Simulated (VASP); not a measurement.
# As (Pm-3n) in VASP: a series of runs

The runs below take As through single point, relaxation of cell and atoms, with LDA.

Program: VASP 6.6.1. These are calculated values, not measurements. Logs are shortened: lines on timing, memory, paths and dates and some standing lists are left out, and cuts for length are marked.

### Step 1. The cell of the first run

The structure is cubic, space group Pm-3n (No. 223). The conventional cell has a = 5.285 Å, b = 5.285 Å, c = 5.285 Å, α = 90.00°, β = 90.00°, γ = 90.00°. As (site symmetry m-3) has 12 As at 2.95 Å within 3.9 Å. Within 3.5 Å of As (site symmetry -4m2) lie 14 As at 2.64 to 3.24 Å.

### Step 2. Single point, LDA

File INCAR:

```
SYSTEM = As
ALGO = Normal
EDIFF = 1E-7
ENCUT = 520
ISIF = 2
ISMEAR = -1
LASPH = .True.
LCHARG = .False.
LREAL = .False.
LWAVE = .False.
NBANDS = 30
NELM = 80
PREC = Accurate
SIGMA = 0.1
```

File KPOINTS:

```
k-points
0
Gamma
  5 5 5
  0 0 0
```

File POSCAR:

```
As
1.0
    5.2846716408      0.0000000000      0.0000000000
    0.0000000000      5.2846716408      0.0000000000
    0.0000000000      0.0000000000      5.2846716408
As
8
Direct
    1.0000000000      0.0000000000      1.0000000000
    0.5000000000      0.5000000000      0.5000000000
    0.2500000000      1.0000000000      0.5000000000
    0.7500000000      0.0000000000      0.5000000000
    0.5000000000      0.2500000000      0.0000000000
    0.5000000000      0.7500000000      1.0000000000
    1.0000000000      0.5000000000      0.2500000000
    0.0000000000      0.5000000000      0.7500000000
```

Potentials or basis: VASP PAW LDA potentials, release 64 (As).

Command:

```sh
cat potpaw_LDA.64/As/POTCAR > POTCAR
mpirun -np 1 vasp_std > vasp.out
```

OUTCAR:

```text
SYSTEM = As
   EDIFF = 1E-7
   ENCUT = 520
   ISIF = 2
   ISMEAR = -1
   LASPH = .True.
   LREAL = .False.
   NELM = 80
   PREC = Accurate

 ion  position               nearest neighbor table
   1  0.000  0.000  0.000-
   2  0.500  0.500  0.500-
   3  0.250  0.000  0.500-   4 2.64   4 2.64
   4  0.750  0.000  0.500-   3 2.64   3 2.64
   5  0.500  0.250  0.000-   6 2.64   6 2.64
   6  0.500  0.750  0.000-   5 2.64   5 2.64
   7  0.000  0.500  0.250-   8 2.64   8 2.64
   8  0.000  0.500  0.750-   7 2.64   7 2.64

  LATTYP: Found a simple cubic cell.
 ALAT       =     5.2846716408

  Lattice vectors:

 A1 = (   5.2846716408,   0.0000000000,   0.0000000000)
 A2 = (   0.0000000000,   5.2846716408,   0.0000000000)
 A3 = (   0.0000000000,   0.0000000000,   5.2846716408)

Analysis of symmetry for initial positions (statically):
=====================================================================
 Subroutine PRICEL returns:
 Original cell was already a primitive cell.

 Routine SETGRP: Setting up the symmetry group for a
 simple cubic supercell.

 Subroutine GETGRP returns: Found 48 space group operations
 (whereof 24 operations were pure point group operations)
 out of a pool of 48 trial point group operations.

The static configuration has the point symmetry T_h .
 The point group associated with its full space group is O_h .

Analysis of symmetry for dynamics (positions and initial velocities):
=====================================================================
 Subroutine PRICEL returns:
 Original cell was already a primitive cell.

 Routine SETGRP: Setting up the symmetry group for a
 simple cubic supercell.

 Subroutine GETGRP returns: Found 48 space group operations
 (whereof 24 operations were pure point group operations)
 out of a pool of 48 trial point group operations.

The dynamic configuration has the point symmetry T_h .
 The point group associated with its full space group is O_h .

 Subroutine INISYM returns: Found 48 space group operations
 (whereof 24 operations are pure point group operations),
 and found     1 'primitive' translations

----------------------------------------------------------------------------------------

                                     Primitive cell

  volume of cell :     147.5890

  direct lattice vectors                    reciprocal lattice vectors
     5.284671641  0.000000000  0.000000000     0.189226515  0.000000000  0.000000000
     0.000000000  5.284671641  0.000000000     0.000000000  0.189226515  0.000000000
     0.000000000  0.000000000  5.284671641     0.000000000  0.000000000  0.189226515

  length of vectors
     5.284671641  5.284671641  5.284671641     0.189226515  0.189226515  0.189226515

  position of ions in fractional coordinates (direct lattice)
     0.000000000  0.000000000  0.000000000
     0.500000000  0.500000000  0.500000000
     0.250000000  0.000000000  0.500000000
     0.750000000  0.000000000  0.500000000
     0.500000000  0.250000000  0.000000000
     0.500000000  0.750000000  0.000000000
     0.000000000  0.500000000  0.250000000
     0.000000000  0.500000000  0.750000000

  ion indices of the primitive-cell ions
   primitive index   ion index
                 1           1
                 2           2
                 3           3
                 4           4
                 5           5
                 6           6
                 7           7
                 8           8

----------------------------------------------------------------------------------------

 KPOINTS: k-points

Automatic generation of k-mesh.
 Grid dimensions read from file:
 generate k-points for:    5    5    5

 Generating k-lattice:

  Cartesian coordinates                     Fractional coordinates (reciprocal lattice)
     0.037845303  0.000000000  0.000000000     0.200000000  0.000000000  0.000000000
     0.000000000  0.037845303  0.000000000     0.000000000  0.200000000  0.000000000
     0.000000000  0.000000000  0.037845303     0.000000000  0.000000000  0.200000000

  Length of vectors
     0.037845303  0.037845303  0.037845303

  Shift w.r.t. Gamma in fractional coordinates (k-lattice)
     0.000000000  0.000000000  0.000000000

 Subroutine IBZKPT returns following result:
 ===========================================

 Found     10 irreducible k-points:

 Following reciprocal coordinates:
            Coordinates               Weight
  0.000000  0.000000  0.000000      1.000000
  0.200000  0.000000  0.000000      6.000000
  0.400000  0.000000  0.000000      6.000000
  0.200000  0.200000  0.000000     12.000000
  0.400000  0.200000  0.000000     24.000000
  0.400000  0.400000  0.000000     12.000000
  0.200000  0.200000  0.200000      8.000000
  0.400000  0.200000  0.200000     24.000000
  0.400000  0.400000  0.200000     24.000000
  0.400000  0.400000  0.400000      8.000000
   k-points           NKPTS =     10   k-points in BZ     NKDIM =     10   number of bands    NBANDS=     30
   number of dos      NEDOS =    301   number of ions     NIONS =      8
   total plane-waves  NPLWV =  64000
   dimension x,y,z NGX =    40 NGY =   40 NGZ =   40
   dimension x,y,z NGXF=    80 NGYF=   80 NGZF=   80
   ions per type =               8
   NGX,Y,Z   is equivalent  to a cutoff of  12.58, 12.58, 12.58 a.u.
   NGXF,Y,Z  is equivalent  to a cutoff of  25.17, 25.17, 25.17 a.u.
 SYSTEM =  As
   PREC   = accura    normal or accurate (medium, high low for compatibility)
   ISTART =      0    job   : 0-new  1-cont  2-samecut
   ICHARG =      2    charge: 1-file 2-atom 10-const
   ISPIN  =      1    spin polarized calculation?
   LNONCOLLINEAR =      F non collinear calculations
   LSORBIT =      F    spin-orbit coupling
   LASPH  =      T    aspherical Exc in radial PAW
   ENCUT  =  520.0 eV  38.22 Ry    6.18 a.u.   9.83  9.83  9.83*2*pi/ulx,y,z
   NELM   =     80;   NELMIN=  2; NELMDL= -5     # of ELM steps
   EDIFF  = 0.1E-06   stopping-criterion for ELM
   LREAL  =      F    real-space projection
   EDIFFG = 0.1E-05   stopping-criterion for IOM
   NSW    =      0    number of steps for IOM
   IBRION =     -1    ionic relax: 0-MD 1-quasi-New 2-CG
   NFREE  =      0    steps in history (QN), initial steepest desc. (CG)
   ISIF   =      2    stress and relaxation
   ISYM   =      2    0-nonsym 1-usesym 2-fastsym
   POTIM  = 0.5000    time-step for ionic-motion
   TEBEG  =    0.0;   TEEND  =   0.0 temperature during run
   PSTRESS=    0.0 pullay stress
   NELECT =      40.0000    total number of electrons
   NUPDOWN=      -1.0000    fix difference up-down
   EMIN   =  10.00;   EMAX   =-10.00  energy-range for DOS
   EFERMI =   0.00;   METHOD = LEGACY
   ISMEAR =    -1;   SIGMA  =   0.10  broadening in eV -4-tet -1-fermi 0-gaus
   EFERMI_NEDOS =   21; number of points for ismear=-14 and -15
   IALGO  =     38    algorithm
   IMIX   =      4    mixing-type and parameters
     AMIX     =   0.40;   BMIX     =  1.00
     AMIX_MAG =   1.60;   BMIX_MAG =  1.00
  volume/ion in A,a.u.               =      18.45       124.50
  Fermi-wavevector in a.u.,A,eV,Ry     =   1.059441  2.002053 15.271389  1.122415
  Thomas-Fermi vector in A             =   2.194787
   LORBIT       =      0    0 simple, 1 ext, 2 COOP (PROOUT), +10 PAW based schemes
   GGA     = CA    functional components
   LHFCALC =     F    Hartree Fock is set to
   AEXX    =    0.0000 exact exchange contribution
   IVDW    =     0    specifies the selected vdW correction
   LEPSILON=     F    determine dielectric tensor
   LRPA    =     F    only Hartree local field effects (RPA)
 non-spin polarized calculation
  energy-cutoff  :      520.00
  volume of cell :      147.59
 maximum number of plane-waves:      4000
 NGX is ok and might be reduce to    40
   NGX = 19   NGY = 19   NGZ = 19

 number of electron      39.9999998 magnetization

 Free energy of the ion-electron system (eV)
  ---------------------------------------------------
  ext. energy  EPLUGINS =         0.00000000
  ---------------------------------------------------
  free energy    TOTEN  =       -38.86756293 eV

  energy without entropy =      -38.71074788  energy(sigma->0) =      -38.78915540

 E-fermi :   6.7847     XC(G=0): -11.0201

 val. band max:        6.7213354806   @ k =   0.4000   0.2000   0.0000
 cond. band min:       6.8516131933   @ k =   0.4000   0.2000   0.0000
 fundamental gap:      0.1302777127
 Fermi energy:         6.7846826174

 k-point     1 :       0.0000    0.0000    0.0000
  band No.  band energies     occupation
      1      -8.5567      2.00000
      2      -4.8103      2.00000
      3      -4.8103      2.00000
      4      -4.4552      2.00000
      5      -2.6734      2.00000
      6      -2.6734      2.00000
[... 22 lines left out ...]
     29      10.6782      0.00000
     30      13.4492      0.00000

 k-point     2 :       0.2000    0.0000    0.0000
  band No.  band energies     occupation
      1      -8.3557      2.00000
      2      -5.5655      2.00000
      3      -4.6403      2.00000
      4      -4.4137      2.00000
      5      -2.5693      2.00000
      6      -2.5693      2.00000
[... 22 lines left out ...]
     29      10.7525      0.00000
     30      12.2417      0.00000

 k-point     3 :       0.4000    0.0000    0.0000
  band No.  band energies     occupation
      1      -7.7586      2.00000
      2      -6.7920      2.00000
      3      -4.1981      2.00000
      4      -4.0587      2.00000
      5      -2.8788      2.00000
      6      -2.7518      2.00000
[... 220 lines left out ...]
     29       9.5694      0.00000
     30      10.0828      0.00000

 k-point    10 :       0.4000    0.4000    0.4000
  band No.  band energies     occupation
      1      -6.1865      2.00000
      2      -5.2764      2.00000
      3      -5.2764      2.00000
      4      -5.2066      2.00000
      5      -4.3537      2.00000
      6      -4.3537      2.00000
[... 22 lines left out ...]
     29       8.5898      0.00000
     30       9.0692      0.00000

------------------------ aborting loop because EDIFF is reached ----------------------------------------

  FORCE on cell =-STRESS in cart. coord.  units (eV):
  Direction    XX          YY          ZZ          XY          YZ          ZX
  --------------------------------------------------------------------------------------
  -------------------------------------------------------------------------------------
  Total        0.2490592      0.2490592      0.2490592      0.0000000      0.0000000     -0.0000000
  in kB        2.7037041      2.7037041      2.7037041      0.0000000      0.0000000     -0.0000000
  external PRESSURE =       2.7037041 kB  Pullay stress =       0.0000000 kB

 VOLUME and BASIS-vectors are now :
 -----------------------------------------------------------------------------
  energy-cutoff  :      520.00
  volume of cell :      147.59
      direct lattice vectors                 reciprocal lattice vectors
     5.284671641  0.000000000  0.000000000     0.189226515  0.000000000  0.000000000
     0.000000000  5.284671641  0.000000000     0.000000000  0.189226515  0.000000000
     0.000000000  0.000000000  5.284671641     0.000000000  0.000000000  0.189226515

 POSITION                                       TOTAL-FORCE (eV/Angst)
 -----------------------------------------------------------------------------------
      0.00000      0.00000      0.00000         0.000000      0.000000     -0.000000
      2.64234      2.64234      2.64234         0.000000      0.000000     -0.000000
      1.32117      0.00000      2.64234         0.000000      0.000000      0.000000
      3.96350      0.00000      2.64234        -0.000000     -0.000000     -0.000000
      2.64234      1.32117      0.00000        -0.000000      0.000000     -0.000000
      2.64234      3.96350      0.00000         0.000000     -0.000000     -0.000000
      0.00000      2.64234      1.32117        -0.000000     -0.000000      0.000000
      0.00000      2.64234      3.96350        -0.000000     -0.000000     -0.000000
 -----------------------------------------------------------------------------------
    total drift:                                0.000000     -0.000000      0.000000

  FREE ENERGIE OF THE ION-ELECTRON SYSTEM (eV)
  ---------------------------------------------------
  free  energy   TOTEN  =       -38.8675629263 eV

  energy  without entropy=      -38.7107478771  energy(sigma->0) =      -38.78915540
```

It took 64 s on 1 thread of Intel Xeon 8259CL, shared host; peak memory 0.2 GiB.

What came out:

```
Free energy            : -38.8676 eV
Pressure               : 0.3 GPa
Band gap on the k mesh : zero (bands 20 and 21 overlap by 0.68 eV)
```

(Part 1 of 2 ends here.)
